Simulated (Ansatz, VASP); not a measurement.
Two plane-wave programs on Ge

Contents of POSCAR:

```
Ge
1.0
    0.0000000000      2.8368735121      2.8368735121
    2.8368735121      0.0000000000      2.8368735121
    2.8368735121      2.8368735121      0.0000000000
Ge
2
Direct
    0.0000000000      0.0000000000      0.0000000000
    0.2500000000      0.2500000000      0.2500000000
```

Contents of INCAR.step1:

```
ALGO     = Normal         # electronic algorithm
EDIFF    = 1E-5           # SCF threshold, eV
ENCUT    = 520            # plane-wave cutoff, eV
GGA      = PE             # functional
ISIF     = 2              # what is computed and relaxed
ISMEAR   = -1             # smearing method
LASPH    = T              # aspherical terms in the spheres
LCHARG   = F              # write CHGCAR
LREAL    = F              # projectors in reciprocal space
LWAVE    = T              # write WAVECAR
NBANDS   = 21             # bands
NELM     = 60             # most SCF steps
PREC     = Accurate       # precision mode
SIGMA    = 0.02           # smearing width, eV
```

File INCAR.step2:

```
AEXX     = 0.15           # exact-exchange fraction
ALGO     = Normal         # electronic algorithm
EDIFF    = 1E-6           # SCF threshold, eV
ENCUT    = 520            # plane-wave cutoff, eV
GGA      = PE             # functional
HFSCREEN = 0.5            # screening, 1/A
ISIF     = 2              # what is computed and relaxed
ISMEAR   = -1             # smearing method
ISTART   = 1            
LASPH    = T              # aspherical terms in the spheres
LCHARG   = F              # write CHGCAR
LHFCALC  = T              # exact exchange
LREAL    = F              # projectors in reciprocal space
LWAVE    = F              # write WAVECAR
NBANDS   = 21             # bands
NELM     = 60             # most SCF steps
PREC     = Accurate       # precision mode
PRECFOCK = Normal       
SIGMA    = 0.02           # smearing width, eV
```

File KPOINTS:

```
k-points
0
Gamma
  4 4 4
```

Input for Ansatz:

```yaml
crystal:
  lattice:
    - [0.0, 2.8368735121, 2.8368735121]
    - [2.8368735121, 0.0, 2.8368735121]
    - [2.8368735121, 2.8368735121, 0.0]
  atoms:
    - { symbol: Ge, position: [0.0, 0.0, 0.0] }
    - { symbol: Ge, position: [0.25, 0.25, 0.25] }
kpoints:
  mp_grid: { grid: [4, 4, 4] }
hamiltonian:
  xc: { exchange: pbe, correlation: pbe, exx: { coeff: 0.15, omega: 0.5 } }
scf:
  occupations: { method: fermi_dirac, width: 0.02 }
  n_extra_bands: 4
output:
  forces: true
  stress: true
  eigenvalues: true
```

Alike in both runs: task single point; functional PBE-based screened hybrid; k mesh 4 × 4 × 4; occupations fermi-dirac, width 0.02 eV; no spin polarisation.

|  | VASP | Ansatz |
| --- | --- | --- |
| version | VASP 6.6.1 | Ansatz 0.2.0 |
| potentials or method | VASP PAW PBE potentials, release 64 (Ge_d) | plane waves |
| plane-wave cutoff (eV) | 520 | 420 |
| valence electrons in the cell | 28 | 28 |

```tsv
	VASP	Ansatz	Ansatz less VASP
pressure (GPa)	2.2	2.1	-0.03
```

VASP's potentials were made for PBE, not for PBE-based screened hybrid. Ansatz's warnings: stress exchange threshold loose, stress scf threshold loose.

The k mesh is coarse, so the values compare programs but aren't converged.
